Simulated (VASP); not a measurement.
# MgO (Pm-3n) in VASP: relaxation of cell and atoms with PBE

Aim: the relaxation of cell and atoms of MgO with PBE.

Program: VASP 6.6.1. These are calculated values, not measurements. Logs are shortened: lines on timing, memory, paths and dates and some standing lists are left out, and cuts for length are marked.

## Step 1: The cell of the first run

The structure is cubic, space group Pm-3n (No. 223). Conventional cell: a = 5.641 Å, b = 5.641 Å, c = 5.641 Å, α = 90.00°, β = 90.00°, γ = 90.00°. Within 2.6 Å of Mg (site symmetry -4m2) lie 4 O at 1.99 Å. Within 2.6 Å of O (site symmetry -4m2) lie 4 Mg at 1.99 Å.

## Step 2: Relaxation of cell and atoms, PBE

The input, INCAR:

```
PREC = Accurate
ENCUT = 600
EDIFF = 1E-6
ISMEAR = 0
SIGMA = 0.02
LREAL = False
LASPH = True
NELM = 100
ALGO = Normal
ISIF = 3
LWAVE = False
LCHARG = False
GGA = PE
IBRION = 2
NSW = 100
EDIFFG = -0.005
```

The input, KPOINTS:

```
Automatic mesh
0
Gamma
  4 4 4
```

The input, POSCAR:

```
MgO
1.0
    5.6405780000      0.0000000000      0.0000000000
    0.0000000000      5.6405780000      0.0000000000
    0.0000000000      0.0000000000      5.6405780000
Mg O
6 6
Direct
    0.2500000000      0.0000000000      0.5000000000
    0.0000000000      0.5000000000      0.2500000000
    0.5000000000      0.7500000000      0.0000000000
    0.7500000000      0.0000000000      0.5000000000
    0.0000000000      0.5000000000      0.7500000000
    0.5000000000      0.2500000000      0.0000000000
    0.2500000000      0.5000000000      0.0000000000
    0.5000000000      0.0000000000      0.2500000000
    0.0000000000      0.7500000000      0.5000000000
    0.7500000000      0.5000000000      0.0000000000
    0.5000000000      0.0000000000      0.7500000000
    0.0000000000      0.2500000000      0.5000000000
```

Potentials or basis: VASP PAW PBE potentials, release 64 (Mg, O).

The run is started by

```console
$ cat potpaw_PBE.64/Mg/POTCAR potpaw_PBE.64/O/POTCAR > POTCAR
$ mpirun -np 1 vasp_std > vasp.out
```

OUTCAR:

```text
PREC = Accurate
   ENCUT = 600
   EDIFF = 1E-6
   ISMEAR = 0
   LREAL = False
   LASPH = True
   NELM = 100
   ISIF = 3
   GGA = PE
   IBRION = 2
   NSW = 100
   EDIFFG = -0.005

 ion  position               nearest neighbor table
   1  0.250  0.000  0.500-   8 1.99   9 1.99  11 1.99  12 1.99   4 2.82   4 2.82   2 3.45   5 3.45
                             6 3.45   3 3.45   6 3.45   2 3.45   5 3.45   3 3.45
   2  0.000  0.500  0.250-   7 1.99   9 1.99  10 1.99  12 1.99   5 2.82   5 2.82   4 3.45   1 3.45
                             6 3.45   3 3.45   1 3.45   4 3.45   3 3.45   6 3.45
   3  0.500  0.750  0.000-   7 1.99   8 1.99  10 1.99  11 1.99   6 2.82   6 2.82   4 3.45   5 3.45
                             1 3.45   1 3.45   4 3.45   2 3.45   2 3.45   5 3.45
   4  0.750  0.000  0.500-   8 1.99   9 1.99  11 1.99  12 1.99   1 2.82   1 2.82   3 3.45   5 3.45
                             6 3.45   3 3.45   6 3.45   2 3.45   5 3.45   2 3.45
   5  0.000  0.500  0.750-   7 1.99   9 1.99  10 1.99  12 1.99   2 2.82   2 2.82   3 3.45   4 3.45
                             6 3.45   1 3.45   1 3.45   4 3.45   3 3.45   6 3.45
   6  0.500  0.250  0.000-   7 1.99   8 1.99  10 1.99  11 1.99   3 2.82   3 2.82   1 3.45   4 3.45
                             5 3.45   1 3.45   4 3.45   2 3.45   2 3.45   5 3.45
   7  0.250  0.500  0.000-   2 1.99   3 1.99   5 1.99   6 1.99
   8  0.500  0.000  0.250-   1 1.99   3 1.99   4 1.99   6 1.99
   9  0.000  0.750  0.500-   1 1.99   2 1.99   4 1.99   5 1.99
  10  0.750  0.500  0.000-   2 1.99   3 1.99   5 1.99   6 1.99
  11  0.500  0.000  0.750-   1 1.99   3 1.99   4 1.99   6 1.99
  12  0.000  0.250  0.500-   1 1.99   2 1.99   4 1.99   5 1.99

  LATTYP: Found a simple cubic cell.
 ALAT       =     5.6405780000

  Lattice vectors:

 A1 = (   5.6405780000,   0.0000000000,   0.0000000000)
 A2 = (   0.0000000000,   5.6405780000,   0.0000000000)
 A3 = (   0.0000000000,   0.0000000000,   5.6405780000)

Analysis of symmetry for initial positions (statically):
=====================================================================
 Subroutine PRICEL returns:
 Original cell was already a primitive cell.

 Routine SETGRP: Setting up the symmetry group for a
 simple cubic supercell.

 Subroutine GETGRP returns: Found 48 space group operations
 (whereof 24 operations were pure point group operations)
 out of a pool of 48 trial point group operations.

The static configuration has the point symmetry T_h .
 The point group associated with its full space group is O_h .

Analysis of symmetry for dynamics (positions and initial velocities):
=====================================================================
 Subroutine PRICEL returns:
 Original cell was already a primitive cell.

 Routine SETGRP: Setting up the symmetry group for a
 simple cubic supercell.

 Subroutine GETGRP returns: Found 48 space group operations
 (whereof 24 operations were pure point group operations)
 out of a pool of 48 trial point group operations.

The dynamic configuration has the point symmetry T_h .
 The point group associated with its full space group is O_h .

 Subroutine INISYM returns: Found 48 space group operations
 (whereof 24 operations are pure point group operations),
 and found     1 'primitive' translations

----------------------------------------------------------------------------------------

                                     Primitive cell

  volume of cell :     179.4613

  direct lattice vectors                    reciprocal lattice vectors
     5.640578000  0.000000000  0.000000000     0.177286796  0.000000000  0.000000000
     0.000000000  5.640578000  0.000000000     0.000000000  0.177286796  0.000000000
     0.000000000  0.000000000  5.640578000     0.000000000  0.000000000  0.177286796

  length of vectors
     5.640578000  5.640578000  5.640578000     0.177286796  0.177286796  0.177286796

  position of ions in fractional coordinates (direct lattice)
     0.250000000  0.000000000  0.500000000
     0.000000000  0.500000000  0.250000000
     0.500000000  0.750000000  0.000000000
     0.750000000  0.000000000  0.500000000
     0.000000000  0.500000000  0.750000000
     0.500000000  0.250000000  0.000000000
     0.250000000  0.500000000  0.000000000
     0.500000000  0.000000000  0.250000000
     0.000000000  0.750000000  0.500000000
     0.750000000  0.500000000  0.000000000
     0.500000000  0.000000000  0.750000000
     0.000000000  0.250000000  0.500000000

  ion indices of the primitive-cell ions
   primitive index   ion index
                 1           1
                 2           2
                 3           3
                 4           4
                 5           5
                 6           6
                 7           7
                 8           8
                 9           9
                10          10
                11          11
                12          12

----------------------------------------------------------------------------------------

 KPOINTS: Automatic mesh

Automatic generation of k-mesh.
 Grid dimensions read from file:
 generate k-points for:    4    4    4

 Generating k-lattice:

  Cartesian coordinates                     Fractional coordinates (reciprocal lattice)
     0.044321699  0.000000000  0.000000000     0.250000000  0.000000000  0.000000000
     0.000000000  0.044321699  0.000000000     0.000000000  0.250000000  0.000000000
     0.000000000  0.000000000  0.044321699     0.000000000  0.000000000  0.250000000

  Length of vectors
     0.044321699  0.044321699  0.044321699

  Shift w.r.t. Gamma in fractional coordinates (k-lattice)
     0.000000000  0.000000000  0.000000000

 Subroutine IBZKPT returns following result:
 ===========================================

 Found     10 irreducible k-points:

 Following reciprocal coordinates:
            Coordinates               Weight
  0.000000  0.000000  0.000000      1.000000
  0.250000  0.000000  0.000000      6.000000
  0.500000  0.000000  0.000000      3.000000
  0.250000  0.250000  0.000000     12.000000
  0.500000  0.250000  0.000000     12.000000
  0.500000  0.500000  0.000000      3.000000
  0.250000  0.250000  0.250000      8.000000
  0.500000  0.250000  0.250000     12.000000
  0.500000  0.500000  0.250000      6.000000
  0.500000  0.500000  0.500000      1.000000
   k-points           NKPTS =     10   k-points in BZ     NKDIM =     10   number of bands    NBANDS=     31
   number of dos      NEDOS =    301   number of ions     NIONS =     12
   total plane-waves  NPLWV = 110592
   dimension x,y,z NGX =    48 NGY =   48 NGZ =   48
   dimension x,y,z NGXF=    96 NGYF=   96 NGZF=   96
   ions per type =               6   6
   NGX,Y,Z   is equivalent  to a cutoff of  14.15, 14.15, 14.15 a.u.
   NGXF,Y,Z  is equivalent  to a cutoff of  28.29, 28.29, 28.29 a.u.
 SYSTEM =  unknown system
   PREC   = accura    normal or accurate (medium, high low for compatibility)
   ISTART =      0    job   : 0-new  1-cont  2-samecut
   ICHARG =      2    charge: 1-file 2-atom 10-const
   ISPIN  =      1    spin polarized calculation?
   LNONCOLLINEAR =      F non collinear calculations
   LSORBIT =      F    spin-orbit coupling
   LASPH  =      T    aspherical Exc in radial PAW
   ENCUT  =  600.0 eV  44.10 Ry    6.64 a.u.  11.27 11.27 11.27*2*pi/ulx,y,z
   NELM   =    100;   NELMIN=  2; NELMDL= -5     # of ELM steps
   EDIFF  = 0.1E-05   stopping-criterion for ELM
   LREAL  =      F    real-space projection
   EDIFFG = -.5E-02   stopping-criterion for IOM
   NSW    =    100    number of steps for IOM
   IBRION =      2    ionic relax: 0-MD 1-quasi-New 2-CG
   NFREE  =      1    steps in history (QN), initial steepest desc. (CG)
   ISIF   =      3    stress and relaxation
   ISYM   =      2    0-nonsym 1-usesym 2-fastsym
   POTIM  = 0.5000    time-step for ionic-motion
   TEBEG  =    0.0;   TEEND  =   0.0 temperature during run
   PSTRESS=    0.0 pullay stress
   NELECT =      48.0000    total number of electrons
   NUPDOWN=      -1.0000    fix difference up-down
   EMIN   =  10.00;   EMAX   =-10.00  energy-range for DOS
   EFERMI =   0.00;   METHOD = LEGACY
   ISMEAR =     0;   SIGMA  =   0.02  broadening in eV -4-tet -1-fermi 0-gaus
   EFERMI_NEDOS =   21; number of points for ismear=-14 and -15
   IALGO  =     38    algorithm
   IMIX   =      4    mixing-type and parameters
     AMIX     =   0.40;   BMIX     =  1.00
     AMIX_MAG =   1.60;   BMIX_MAG =  1.00
  volume/ion in A,a.u.               =      14.96       100.92
  Fermi-wavevector in a.u.,A,eV,Ry     =   1.054787  1.993259 15.137524  1.112577
  Thomas-Fermi vector in A             =   2.189961
   LORBIT       =      0    0 simple, 1 ext, 2 COOP (PROOUT), +10 PAW based schemes
   GGA     = PE    functional components
   LHFCALC =     F    Hartree Fock is set to
   AEXX    =    0.0000 exact exchange contribution
   IVDW    =     0    specifies the selected vdW correction
   LEPSILON=     F    determine dielectric tensor
   LRPA    =     F    only Hartree local field effects (RPA)
 conjugate gradient relaxation of ions
 non-spin polarized calculation
 Gauss-broadening in eV      SIGMA  =   0.02
  energy-cutoff  :      600.00
  volume of cell :      179.46
 maximum number of plane-waves:      6031
 NGX is ok and might be reduce to    48
   NGX = 23   NGY = 23   NGZ = 23

--------------------------------------- Ionic step        1  -------------------------------------------

 number of electron      48.0000044 magnetization

 Free energy of the ion-electron system (eV)
  ---------------------------------------------------
  ext. energy  EPLUGINS =         0.00000000
  ---------------------------------------------------
  free energy    TOTEN  =       -69.86402128 eV

  energy without entropy =      -69.86402128  energy(sigma->0) =      -69.86402128

------------------------ aborting loop because EDIFF is reached ----------------------------------------

  FORCE on cell =-STRESS in cart. coord.  units (eV):
  Direction    XX          YY          ZZ          XY          YZ          ZX
  --------------------------------------------------------------------------------------
  -------------------------------------------------------------------------------------
  Total       -0.9198005     -0.9198005     -0.9198005      0.0000000      0.0000000      0.0000000
  in kB       -8.2117060     -8.2117060     -8.2117060      0.0000000      0.0000000      0.0000000
  external PRESSURE =      -8.2117060 kB  Pullay stress =       0.0000000 kB
[... 77 lines left out ...]
  energy  without entropy=      -69.8678653859  energy(sigma->0) =      -69.86786539

--------------------------------------- Ionic step        3  -------------------------------------------

 number of electron      48.0000038 magnetization

 Free energy of the ion-electron system (eV)
  ---------------------------------------------------
  ext. energy  EPLUGINS =         0.00000000
  ---------------------------------------------------
  free energy    TOTEN  =       -69.86812601 eV

  energy without entropy =      -69.86812601  energy(sigma->0) =      -69.86812601

 E-fermi :  -0.0197     XC(G=0):  -8.4159

 val. band max:       -0.1355723450   @ k =   0.0000   0.0000   0.0000
 cond. band min:       2.7727944129   @ k =   0.0000   0.0000   0.0000
 fundamental gap:      2.9083667579
 Fermi energy:        -0.0197388121

 k-point     1 :       0.0000    0.0000    0.0000
  band No.  band energies     occupation
      1     -16.1991      2.00000
      2     -15.7793      2.00000
      3     -15.7793      2.00000
      4     -15.3491      2.00000
      5     -15.3491      2.00000
      6     -15.3491      2.00000
[... 368 lines left out ...]
  FREE ENERGIE OF THE ION-ELECTRON SYSTEM (eV)
  ---------------------------------------------------
  free  energy   TOTEN  =       -69.8681260072 eV

  energy  without entropy=      -69.8681260072  energy(sigma->0) =      -69.86812601

 reached required accuracy - stopping structural energy minimisation
```

Run time: 2.1 min. Hardware: 1 thread of AMD EPYC 9R45 (Zen 5), shared host; peak memory 0.32 GiB.

What came out:

| Property | Result |
| --- | --- |
| Free energy | -69.8681 eV |
| Relaxed volume | 14.82 Å³/atom |
| Relaxed cell | a = 5.624 Å, b = 5.624 Å, c = 5.624 Å, α = 90.00°, β = 90.00°, γ = 90.00° |
| Space group after relaxing (to 0.1 Å) | Pm-3n (No. 223) |
| Energy gained by relaxing | 0.3 meV/atom |
| Ionic steps | 3 |
| Pressure after relaxing | 0.0 GPa |
| Band gap on the k mesh | 2.91 eV |

The path:
```csv
step,energy change (eV),largest force (eV/Å),pressure (GPa),volume (Å³)
1,0.0000,0.0000,-0.82,179.46
2,-0.0038,0.0000,0.21,177.48
3,-0.0041,0.0000,-0.01,177.87
```

Final structure:
```
CELL_PARAMETERS angstrom
5.62390 0.00000 0.00000
0.00000 5.62390 0.00000
0.00000 0.00000 5.62390
ATOMIC_POSITIONS crystal
Mg 0.25000 0.00000 0.50000
Mg 0.00000 0.50000 0.25000
Mg 0.50000 0.75000 0.00000
Mg 0.75000 0.00000 0.50000
Mg 0.00000 0.50000 0.75000
Mg 0.50000 0.25000 0.00000
O 0.25000 0.50000 0.00000
O 0.50000 0.00000 0.25000
O 0.00000 0.75000 0.50000
O 0.75000 0.50000 0.00000
O 0.50000 0.00000 0.75000
O 0.00000 0.25000 0.50000
```
